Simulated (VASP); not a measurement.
Runs of VASP 6.6.1 on NaF. The structure is that of space group Fm-3m (No. 225), or close to it. The cells are those of the table. 

| task | level | cell | cutoff (eV) | smearing | gap on the mesh (eV) | pressure (GPa) |
| --- | --- | --- | --- | --- | --- | --- |
| relaxation of cell and atoms | PBE | relaxed from a = 3.323 Å, angles 60.0°, 2 atoms | 600 | gaussian 0.01 eV | 6.10 | 0.0 |
| single point | r2SCAN | a = 3.323 Å, angles 60.0°, 2 atoms | 660 | gaussian 0.02 eV | (b) | -3.8 |
| single point | PBE+D3(BJ) | a = 3.324 Å, angles 60.0°, 2 atoms | 600 | gaussian 0.01 eV | 6.07 | -2.4 |
| single point | PBE | a = 3.324 Å, angles 60.0°, 2 atoms | 600 | gaussian 0.01 eV | 6.07 | (a) |

Alike in all rows: potentials or basis VASP PAW PBE potentials, release 64 (Na_pv, F); no spin polarisation; k mesh 8 × 8 × 8.

Fill in the values left out.

(a) -0.3; (b) 6.94.

Caveats: the PAW data sets were made with another functional, which shifts forces and pressure a little (some runs).

